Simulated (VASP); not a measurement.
Write the native input for VASP 6.6.1 that does the following.

| Property | Result |
| --- | --- |
| Task | single point |
| Functional | PBE-based screened hybrid with 25 % exact exchange |
| Potentials or basis | VASP PAW PBE potentials, release 64 (Hg, Se) |
| Cutoff | 400 eV |
| k mesh | 6 × 6 × 6 |
| Occupations | gaussian, width 0.05 eV |
| Spin | no spin polarisation |
| Dipole correction | no |
| Grid for exact exchange (PRECFOCK) | Normal |
| Share of exact exchange | 0.25 |
| Further INCAR settings | ALGO = Normal; EDIFF = 1e-06; NBANDS = 16 |
| Screening parameter | 0.1 1/Å |

Crystal: HgSe.

```
Hg Se
1.0
     0.00000    3.03600    3.03600
     3.03600    0.00000    3.03600
     3.03600    3.03600    0.00000
Hg Se
1 1
Direct
  0.00000 0.00000 0.00000
  0.75000 0.75000 0.75000
```

One way to write it, as run:

POSCAR

```
HgSe
1.0
    0.0000000000      3.0359996146      3.0359996146
    3.0359996146      0.0000000000      3.0359996146
    3.0359996146      3.0359996146      0.0000000000
Hg Se
1 1
Direct
    0.0000000000      0.0000000000      0.0000000000
    0.7500000000      0.7500000000      0.7500000000
```

INCAR.step1

```
SYSTEM = HgSe
ALGO = Normal
EDIFF = 1E-5
ENCUT = 400
GGA = PE
GGA_COMPAT = .False.
ISIF = 2
ISMEAR = 0
LASPH = .True.
LCHARG = .False.
LREAL = .False.
LWAVE = .True.
NBANDS = 16
NELM = 120
PREC = Accurate
SIGMA = 0.05
```

INCAR.step2

```
SYSTEM = HgSe
AEXX = 0.25
ALGO = Normal
EDIFF = 1E-6
ENCUT = 400
GGA = PE
GGA_COMPAT = .False.
HFSCREEN = 0.1
ISIF = 2
ISMEAR = 0
ISTART = 1
LASPH = .True.
LCHARG = .False.
LHFCALC = .True.
LREAL = .False.
LWAVE = .False.
NBANDS = 16
NELM = 120
PREC = Accurate
PRECFOCK = Normal
SIGMA = 0.05
```

KPOINTS

```
k-points
0
Gamma
  6 6 6
  0 0 0
```

Potentials or basis: VASP PAW PBE potentials, release 64 (Hg, Se).

The run is started by

```bash
$ cat potpaw_PBE.64/Hg/POTCAR potpaw_PBE.64/Se/POTCAR > POTCAR
$ cp INCAR.step1 INCAR
$ mpirun -np 1 vasp_std > vasp.out
$ cp INCAR.step2 INCAR
$ mpirun -np 1 vasp_std > vasp.out
```

It gave:

The pressure is 3.0 GPa. The band gap on the k mesh is 0.04 eV.

Caveat: the cell stands under pressure; the PAW data sets were made with another functional, which shifts forces and pressure a little; spin-orbit coupling is left out, which moves the levels of the heavy elements.

Run time: 42 min on 1 thread of AMD EPYC 7R13 Processor (Zen 3), with other jobs on the host, peak memory 0.27 GiB.
